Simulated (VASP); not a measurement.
# C4F (R-3m) in VASP: further runs

The runs below take C4F through relaxation of cell and atoms, single point, with PBE+D3(BJ).

Program: VASP 6.6.1. These are calculated values, not measurements. Logs are shortened: lines on timing, memory, paths and dates and some standing lists are left out, and cuts for length are marked.

## Step 1: The cell of the first run

The structure is trigonal, space group R-3m (No. 166). Conventional cell: a = 4.665 Å, b = 4.665 Å, c = 10.791 Å, α = 90.00°, β = 90.00°, γ = 120.00°. C (site symmetry 2/m) has 6 C at 2.25 to 2.33 Å and 2 F at 2.33 Å within 3.0 Å. Within 3.0 Å of C (site symmetry -3m) lie 6 C at 2.25 Å. F (site symmetry -3m) has 6 C at 2.33 Å within 3.1 Å.

The cell was generated, and may not be a known phase.

## Step 2: Relaxation of cell and atoms, PBE+D3(BJ)

Input file INCAR:

```
SYSTEM = C4F
PREC = Accurate
ENCUT = 600
EDIFF = 1E-7
ISMEAR = 0
SIGMA = 0.1
LREAL = .FALSE.
LASPH = .TRUE.
NELM = 120
ALGO = Normal
ISIF = 3
LWAVE = .FALSE.
LCHARG = .FALSE.
GGA = PE
IVDW = 12
IBRION = 2
NSW = 90
EDIFFG = -0.04
GGA_COMPAT = .FALSE.
NELMIN = 4
```

Input file KPOINTS:

```
Automatic mesh
0
G
  6 6 6
  0 0 0
```

Input file POSCAR:

```
C4F
1.0
    2.3326612100      1.3467625800      3.5970706300
   -2.3326612100      1.3467625800      3.5970706300
    0.0000000000     -2.6935251500      3.5970706300
C F
4 1
Direct
    0.5000000000      0.5000000000      0.0000000000
    0.0000000000      0.5000000000      0.5000000000
    0.5000000000      0.0000000000      0.5000000000
    0.5000000000      0.5000000000      0.5000000000
    0.0000000000      0.0000000000      0.0000000000
```

Potentials or basis: VASP PAW PBE potentials, release 64 (C, F).

Command:

```sh
$ cat potpaw_PBE.64/C/POTCAR potpaw_PBE.64/F/POTCAR > POTCAR
$ mpirun -np 1 vasp_std > vasp.out
```

OUTCAR:

```text
SYSTEM = C4F
   PREC = Accurate
   ENCUT = 600
   EDIFF = 1E-7
   ISMEAR = 0
   LREAL = .FALSE.
   LASPH = .TRUE.
   NELM = 120
   ISIF = 3
   GGA = PE
   IVDW = 12
   IBRION = 2
   NSW = 90
   EDIFFG = -0.04
   NELMIN = 4
 IVDW          = 12

 ion  position               nearest neighbor table
   1  0.500  0.500  0.000-
   2  0.000  0.500  0.500-
   3  0.500  0.000  0.500-
   4  0.500  0.500  0.500-
   5  0.000  0.000  0.000-

  LATTYP: Found a trigonal (rhomboedric) cell.
 ALAT       =     4.4937729009
 COS(alpha) =     0.4610963951

  Lattice vectors:

 A1 = (   2.3326612100,   1.3467625800,   3.5970706300)
 A2 = (  -2.3326612100,   1.3467625800,   3.5970706300)
 A3 = (   0.0000000000,  -2.6935251500,   3.5970706300)

Analysis of symmetry for initial positions (statically):
=====================================================================
 Subroutine PRICEL returns:
 Original cell was already a primitive cell.

 Routine SETGRP: Setting up the symmetry group for a
 trigonal (rhombohedral) supercell.

 Subroutine GETGRP returns: Found 12 space group operations
 (whereof 12 operations were pure point group operations)
 out of a pool of 12 trial point group operations.

The static configuration has the point symmetry D_3d.

Analysis of symmetry for dynamics (positions and initial velocities):
=====================================================================
 Subroutine PRICEL returns:
 Original cell was already a primitive cell.

 Routine SETGRP: Setting up the symmetry group for a
 trigonal (rhombohedral) supercell.

 Subroutine GETGRP returns: Found 12 space group operations
 (whereof 12 operations were pure point group operations)
 out of a pool of 12 trial point group operations.

The dynamic configuration has the point symmetry D_3d.

 Subroutine INISYM returns: Found 12 space group operations
 (whereof 12 operations are pure point group operations),
 and found     1 'primitive' translations

----------------------------------------------------------------------------------------

                                     Primitive cell

  volume of cell :      67.8021

  direct lattice vectors                    reciprocal lattice vectors
     2.332661210  1.346762580  3.597070630     0.214347458  0.123753562  0.092667998
    -2.332661210  1.346762580  3.597070630    -0.214347458  0.123753562  0.092667998
     0.000000000 -2.693525150  3.597070630     0.000000000 -0.247507125  0.092667998

  length of vectors
     4.493772901  4.493772901  4.493772897     0.264286085  0.264286085  0.264286085

  position of ions in fractional coordinates (direct lattice)
     0.500000000  0.500000000  1.000000000
     1.000000000  0.500000000  0.500000000
     0.500000000  1.000000000  0.500000000
     0.500000000  0.500000000  0.500000000
     0.000000000  0.000000000  0.000000000

  ion indices of the primitive-cell ions
   primitive index   ion index
                 1           1
                 2           2
                 3           3
                 4           4
                 5           5

----------------------------------------------------------------------------------------

 KPOINTS: Automatic mesh

Automatic generation of k-mesh.
 Grid dimensions read from file:
 generate k-points for:    6    6    6

 Generating k-lattice:

  Cartesian coordinates                     Fractional coordinates (reciprocal lattice)
     0.035724576  0.020625594  0.015444666     0.166666667  0.000000000  0.000000000
    -0.035724576  0.020625594  0.015444666     0.000000000  0.166666667  0.000000000
     0.000000000 -0.041251187  0.015444666    -0.000000000 -0.000000000  0.166666667

  Length of vectors
     0.044047681  0.044047681  0.044047681

  Shift w.r.t. Gamma in fractional coordinates (k-lattice)
     0.000000000  0.000000000  0.000000000

 Subroutine IBZKPT returns following result:
 ===========================================

 Found     32 irreducible k-points:

 Following reciprocal coordinates:
            Coordinates               Weight
  0.000000  0.000000  0.000000      1.000000
  0.166667  0.000000  0.000000      6.000000
  0.333333  0.000000  0.000000      6.000000
  0.500000  0.000000  0.000000      3.000000
  0.166667  0.166667  0.000000      6.000000
  0.333333  0.166667  0.000000     12.000000
[... 16 lines left out ...]
  0.500000  0.500000  0.166667      6.000000
 -0.333333  0.500000  0.166667     12.000000
 [... further k-points ...]
   k-points           NKPTS =     32   k-points in BZ     NKDIM =     32   number of bands    NBANDS=     15
   number of dos      NEDOS =    301   number of ions     NIONS =      5
   total plane-waves  NPLWV =  46656
   dimension x,y,z NGX =    36 NGY =   36 NGZ =   36
   dimension x,y,z NGXF=    72 NGYF=   72 NGZF=   72
   ions per type =               4   1
   NGX,Y,Z   is equivalent  to a cutoff of  13.32, 13.32, 13.32 a.u.
   NGXF,Y,Z  is equivalent  to a cutoff of  26.64, 26.64, 26.64 a.u.
 SYSTEM =  C4F
   PREC   = accura    normal or accurate (medium, high low for compatibility)
   ISTART =      0    job   : 0-new  1-cont  2-samecut
   ICHARG =      2    charge: 1-file 2-atom 10-const
   ISPIN  =      1    spin polarized calculation?
   LNONCOLLINEAR =      F non collinear calculations
   LSORBIT =      F    spin-orbit coupling
   LASPH  =      T    aspherical Exc in radial PAW
   ENCUT  =  600.0 eV  44.10 Ry    6.64 a.u.   8.98  8.98  8.98*2*pi/ulx,y,z
   NELM   =    120;   NELMIN=  4; NELMDL= -5     # of ELM steps
   EDIFF  = 0.1E-06   stopping-criterion for ELM
   LREAL  =      F    real-space projection
   EDIFFG = -.4E-01   stopping-criterion for IOM
   NSW    =     90    number of steps for IOM
   IBRION =      2    ionic relax: 0-MD 1-quasi-New 2-CG
   NFREE  =      1    steps in history (QN), initial steepest desc. (CG)
   ISIF   =      3    stress and relaxation
   ISYM   =      2    0-nonsym 1-usesym 2-fastsym
   POTIM  = 0.5000    time-step for ionic-motion
   TEBEG  =    0.0;   TEEND  =   0.0 temperature during run
   PSTRESS=    0.0 pullay stress
   NELECT =      23.0000    total number of electrons
   NUPDOWN=      -1.0000    fix difference up-down
   EMIN   =  10.00;   EMAX   =-10.00  energy-range for DOS
   EFERMI =   0.00;   METHOD = LEGACY
   ISMEAR =     0;   SIGMA  =   0.10  broadening in eV -4-tet -1-fermi 0-gaus
   EFERMI_NEDOS =   21; number of points for ismear=-14 and -15
   IALGO  =     38    algorithm
   IMIX   =      4    mixing-type and parameters
     AMIX     =   0.40;   BMIX     =  1.00
     AMIX_MAG =   1.60;   BMIX_MAG =  1.00
  volume/ion in A,a.u.               =      13.56        91.51
  Fermi-wavevector in a.u.,A,eV,Ry     =   1.141747  2.157589 17.736361  1.303586
  Thomas-Fermi vector in A             =   2.278446
   LORBIT       =      0    0 simple, 1 ext, 2 COOP (PROOUT), +10 PAW based schemes
   GGA     = PE    functional components
   LHFCALC =     F    Hartree Fock is set to
   AEXX    =    0.0000 exact exchange contribution
   IVDW    =    12    specifies the selected vdW correction
   LEPSILON=     F    determine dielectric tensor
   LRPA    =     F    only Hartree local field effects (RPA)
 conjugate gradient relaxation of ions
 non-spin polarized calculation
 Gauss-broadening in eV      SIGMA  =   0.10
  energy-cutoff  :      600.00
  volume of cell :       67.80
 maximum number of plane-waves:      2288
   NGX = 17   NGY = 17   NGZ = 17

--------------------------------------- Ionic step        1  -------------------------------------------

 number of electron      22.9999997 magnetization

 Free energy of the ion-electron system (eV)
  ---------------------------------------------------
  ext. energy  EPLUGINS =         0.00000000
  ---------------------------------------------------
  free energy    TOTEN  =       -19.80277698 eV

  energy without entropy =      -19.77484439  energy(sigma->0) =      -19.78881069

 E-fermi :   0.1926     XC(G=0):  -9.1812

 val. band max:        0.1780564526   @ k =  -0.3333   0.3333   0.0000
 cond. band min:       0.1962251845   @ k =  -0.3333   0.3333   0.3333
 fundamental gap:      0.0181687319
 Fermi energy:         0.1925551645

 k-point     1 :       0.0000    0.0000    0.0000
  band No.  band energies     occupation
      1     -21.6782      2.00000
      2     -12.3245      2.00000
      3      -6.3623      2.00000
      4      -6.3623      2.00000
      5      -5.4836      2.00000
      6      -5.3979      2.00000
      7      -4.8525      2.00000
      8      -4.8525      2.00000
      9      -2.9104      2.00000
     10      -1.5485      2.00000
     11      -1.3955      2.00000
     12      -1.3955      2.00000
[... 980 lines left out ...]
  FREE ENERGIE OF THE ION-ELECTRON SYSTEM (eV)
  ---------------------------------------------------
  free  energy   TOTEN  =       -24.5617849121 eV

  energy  without entropy=      -24.5514437647  energy(sigma->0) =      -24.55661434

[... ionic steps 4 to 9 ...]

--------------------------------------- Ionic step       10  -------------------------------------------

 number of electron      23.0000001 magnetization

------------------------ aborting loop because EDIFF is reached ----------------------------------------

 Edisp (eV)   -0.63291

 E8    (eV) :    -0.1756
[... 75 lines left out ...]
  energy  without entropy=      -25.1514868583  energy(sigma->0) =      -25.15430467

--------------------------------------- Ionic step       12  -------------------------------------------

 number of electron      23.0000001 magnetization

 Free energy of the ion-electron system (eV)
  ---------------------------------------------------
  ext. energy  EPLUGINS =         0.00000000
  ---------------------------------------------------
  free energy    TOTEN  =       -24.52323289 eV

  energy without entropy =      -24.51776567  energy(sigma->0) =      -24.52049928

 E-fermi :   6.2795     XC(G=0): -12.1468

 val. band max:        6.1610800970   @ k =  -0.1667   0.5000   0.1667
 cond. band min:       6.3286760912   @ k =   0.1667   0.1667   0.1667
 fundamental gap:      0.1675959942
 Fermi energy:         6.2795456967

 k-point     1 :       0.0000    0.0000    0.0000
  band No.  band energies     occupation
      1     -18.4818      2.00000
      2     -11.3104      2.00000
      3      -4.3470      2.00000
      4      -2.7689      2.00000
      5      -2.7689      2.00000
      6      -0.0806      2.00000
      7      -0.0806      2.00000
      8       1.4484      2.00000
      9       1.4484      2.00000
     10       1.5391      2.00000
     11       3.6845      2.00000
     12       4.2646      2.00000
[... 453 lines left out ...]
  FREE ENERGIE OF THE ION-ELECTRON SYSTEM (eV)
  ---------------------------------------------------
  free  energy   TOTEN  =       -25.1575377351 eV

  energy  without entropy=      -25.1520705233  energy(sigma->0) =      -25.15480413

 reached required accuracy - stopping structural energy minimisation
```

It took 5.2 min on 1 thread of Intel Xeon Platinum 8259CL at 2.50GHz (Skylake/Cascade Lake), shared host; peak memory 0.23 GiB.

Results:

- Free energy: -25.1575 eV
- Relaxed volume: 7.37 Å³/atom
- Relaxed cell: a = 3.475 Å, b = 3.475 Å, c = 3.475 Å, α = 71.91°, β = 71.91°, γ = 71.91°
- Space group after relaxing (to 0.1 Å): R-3m (No. 166)
- Energy gained by relaxing: 927.4 meV/atom
- Ionic steps: 12
- Pressure after relaxing: 0.1 GPa
- Band gap on the k mesh: zero (an odd number of electrons rules out a gap without spin polarisation)
- Dispersion energy per atom: -0.127 eV

Stress tensor (GPa, compression positive):
```
 0.17  0.00  0.00
 0.00  0.17  0.00
 0.00  0.00 -0.19
```

The path:
```csv
step,energy change (eV),largest force (eV/Å),pressure (GPa),volume (Å³)
1,0.0000,0.0000,-26.23,67.80
2,-3.1252,0.0000,-20.16,48.25
3,-4.0415,0.0000,-5.06,39.11
4,-4.0732,0.0000,11.84,35.61
5,-4.1016,0.0000,2.78,37.26
6,-4.5680,0.0000,11.38,34.74
7,-4.5785,0.0000,9.93,35.02
8,-4.6333,0.0000,-1.74,37.52
9,-4.6368,0.0000,-0.42,36.97
10,-4.6368,0.0000,-0.27,36.93
11,-4.6368,0.0000,-0.13,36.89
12,-4.6372,0.0000,0.05,36.85
```

Final structure:
```
C F
1.0
     2.04062    1.17815    2.55472
    -2.04062    1.17815    2.55472
     0.00000   -2.35631    2.55472
C F
4 1
Direct
  0.50000 0.50000 0.00000
  0.00000 0.50000 0.50000
  0.50000 0.00000 0.50000
  0.50000 0.50000 0.50000
  0.00000 0.00000 0.00000
```

Caveat: the volume moved by over 15 % at a fixed basis, so the end points are rough; an odd number of electrons without spin polarisation forces a metal; a magnetic or distorted state may lie lower.

## Step 3: Single point, PBE+D3(BJ), collinear spin

Input file INCAR:

```
PREC = Accurate
ENCUT = 600
EDIFF = 1E-6
ISMEAR = 0
SIGMA = 0.1
LREAL = F
LASPH = T
NELM = 200
ALGO = Normal
ISIF = 2
LWAVE = F
LCHARG = F
ISPIN = 2
MAGMOM = 1 1 1 1 1
LORBIT = 11
GGA = PE
IVDW = 12
NBANDS = 24
GGA_COMPAT = F
```

Input file KPOINTS:

```
Automatic mesh
0
Gamma
  6 6 6
```

POSCAR is that of step 2.

Potentials or basis: VASP PAW PBE potentials, release 64 (C, F).

Command:

```sh
$ cat potpaw_PBE.64/C/POTCAR potpaw_PBE.64/F/POTCAR > POTCAR
$ mpirun -np 1 vasp_std > vasp.out
```

Wall time 2.8 min (1 thread of Intel Xeon Platinum 8259CL at 2.50GHz (Skylake/Cascade Lake), shared host); peak memory 0.29 GiB.

It converged, with:

- Free energy: -20.5203 eV
- Pressure: -26.2 GPa
- Net moment: 0.12 μB per cell
- Valence electrons inside the program's atomic spheres: C 1.94, 1.96 (each value once); F 5.93
- Dispersion energy per atom: -0.144 eV

Stress tensor (GPa, compression positive):
```
-23.60   0.00   0.00
  0.00 -23.60   0.00
  0.00   0.00 -31.48
```

Levels at points of the mesh, in eV from the Fermi level:
Spin up:
```tsv
k point	band 8	band 9	band 10	band 11	band 12	band 13	band 14	band 15	band 16	band 17
(0.00, 0.00, 0.00)	-5.06	-3.11	-1.76	-1.60	-1.60	0.97	0.97	4.18	4.90	4.90
(0.50, 0.00, 0.00)	-2.89	-2.68	-1.92	-1.46	1.16	1.28	1.30	1.74	1.98	2.37
(0.50, 0.50, 0.00)	-2.91	-2.30	-1.89	1.08	1.25	1.27	1.44	1.67	1.86	2.01
(0.50, 0.50, 0.50)	-4.10	-2.54	0.76	0.76	1.37	1.37	1.73	1.73	2.08	2.14
```
Spin down:
| k point | band 9 | band 10 | band 11 | band 12 | band 13 | band 14 |
| --- | --- | --- | --- | --- | --- | --- |
| (0.00, 0.00, 0.00) | -3.09 | -1.72 | -1.58 | -1.58 | 1.02 | 1.02 |
| (0.50, 0.00, 0.00) | -2.66 | -1.90 | -1.41 | 1.22 | 1.34 | 1.36 |
| (0.50, 0.50, 0.00) | -2.25 | -1.87 | 1.13 | 1.31 | 1.33 | 1.50 |
| (0.50, 0.50, 0.50) | -2.52 | 0.80 | 0.80 | 1.42 | 1.42 | 1.75 |

Caveat: the stress differs along the axes, from -31 to -24 GPa.

## Step 4: Relaxation of cell and atoms, PBE+D3(BJ)

This run uses another cell than the first one, of 7.72 Å³/atom.

Input file INCAR:

```
SYSTEM = C4F
ALGO     = Normal         ! electronic algorithm
EDIFF    = 1E-7           ! SCF threshold, eV
EDIFFG   = -0.01          ! ionic threshold
ENCUT    = 600            ! plane-wave cutoff, eV
GGA      = PE             ! functional
GGA_COMPAT= .False.      
IBRION   = 2              ! ionic algorithm
ISIF     = 3              ! what is computed and relaxed
ISMEAR   = 0              ! smearing method
IVDW     = 12             ! dispersion correction
LASPH    = .True.         ! aspherical terms in the spheres
LCHARG   = .False.        ! write CHGCAR
LREAL    = .False.        ! projectors in reciprocal space
LWAVE    = .False.        ! write WAVECAR
NELM     = 120            ! most SCF steps
NELMIN   = 4            
NSW      = 100            ! ionic steps
PREC     = Accurate       ! precision mode
SIGMA    = 0.1            ! smearing width, eV
```

Input file KPOINTS:

```
k-points
0
Gamma
  12 12 12
  0 0 0
```

Edit POSCAR of step 3 so:

```diff
@@ -2,5 +2,5 @@
 1.0
-    2.3326612100      1.3467625800      3.5970706300
-   -2.3326612100      1.3467625800      3.5970706300
-    0.0000000000     -2.6935251500      3.5970706300
+    2.0896147581      1.2064396431      2.5512305769
+   -2.0896147581      1.2064396431      2.5512305769
+    0.0000000000     -2.4128792862      2.5512305769
 C F
```

Command:

```sh
$ cat potpaw_PBE.64/C/POTCAR potpaw_PBE.64/F/POTCAR > POTCAR
$ mpirun -np 1 vasp_std > vasp.out
```

Wall time 2.5 min (1 thread of Intel Xeon Platinum 8259CL at 2.50GHz (Skylake/Cascade Lake), shared host); peak memory 0.25 GiB.

The run converged. Its results:

* Free energy: -25.1081 eV
* Relaxed volume: 7.67 Å³/atom
* Relaxed cell: a = 3.504 Å, b = 3.504 Å, c = 3.504 Å, α = 73.07°, β = 73.07°, γ = 73.07°
* Space group after relaxing (to 0.1 Å): R-3m (No. 166)
* Energy gained by relaxing: 0.1 meV/atom
* Ionic steps: 2
* Pressure after relaxing: -0.2 GPa
* Band gap on the k mesh: zero (an odd number of electrons rules out a gap without spin polarisation)
* Dispersion energy per atom: -0.133 eV

Stress tensor (GPa, compression positive):
```
-0.20  0.00  0.00
 0.00 -0.20  0.00
 0.00  0.00 -0.10
```

The path:
```csv
step,energy change (eV),largest force (eV/Å),pressure (GPa),volume (Å³)
1,0.0000,0.0000,-0.81,38.59
2,-0.0006,0.0000,-0.17,38.37
```

Final structure:
```
C F
1.0
     2.08618    1.20446    2.54522
    -2.08618    1.20446    2.54522
     0.00000   -2.40892    2.54522
C F
4 1
Direct
  0.50000 0.50000 0.00000
  0.00000 0.50000 0.50000
  0.50000 0.00000 0.50000
  0.50000 0.50000 0.50000
  0.00000 0.00000 0.00000
```

Levels at points of the mesh, in eV from the Fermi level:
| k point | band 9 | band 10 | band 11 | band 12 | band 13 | band 14 | band 15 |
| --- | --- | --- | --- | --- | --- | --- | --- |
| (0.00, 0.00, 0.00) | -4.70 | -4.42 | -2.22 | -2.08 | 1.21 | 1.21 | 5.21 |
| (0.50, 0.00, 0.00) | -3.90 | -3.24 | -1.72 | 0.54 | 1.11 | 2.03 | 2.77 |
| (0.50, 0.50, 0.00) | -4.21 | -3.72 | 0.49 | 1.30 | 1.31 | 1.77 | 3.21 |
| (0.50, 0.50, 0.50) | -2.96 | 0.51 | 0.51 | 1.48 | 1.48 | 4.01 | 4.57 |

Caveat: an odd number of electrons without spin polarisation forces a metal; a magnetic or distorted state may lie lower.

## Step 5: Overview

```csv
task,spin,cell,k mesh,gap on the mesh (eV),pressure (GPa),relaxed volume (Å³/atom)
relaxation of cell and atoms,off,"relaxed from a = 4.494 Å, angles 62.5°, 5 atoms",6 × 6 × 6,none,0.1,7.37
single point,collinear,"a = 4.494 Å, angles 62.5°, 5 atoms",6 × 6 × 6,none,-26.2,-
relaxation of cell and atoms,off,"relaxed from a = 3.512 Å, angles 73.0°, 5 atoms",12 × 12 × 12,none,-0.2,7.67
```

Alike in all rows: level PBE+D3(BJ); potentials or basis VASP PAW PBE potentials, release 64 (C, F); cutoff (eV) 600; smearing gaussian 0.1 eV.

Caveats: an odd number of electrons without spin polarisation forces a metal (at least some runs); a magnetic or distorted state may lie lower (at least some runs); the volume moved by over 15 % at a fixed basis, so the end points are rough (at least some runs); the stress differs along the axes, from -31 to -24 GPa (at least some runs).

Total energies depend on the potentials used, so only differences within one code and one set of settings carry meaning.

The gap in the log of VASP goes by the Fermi energy; the results here count the filled bands.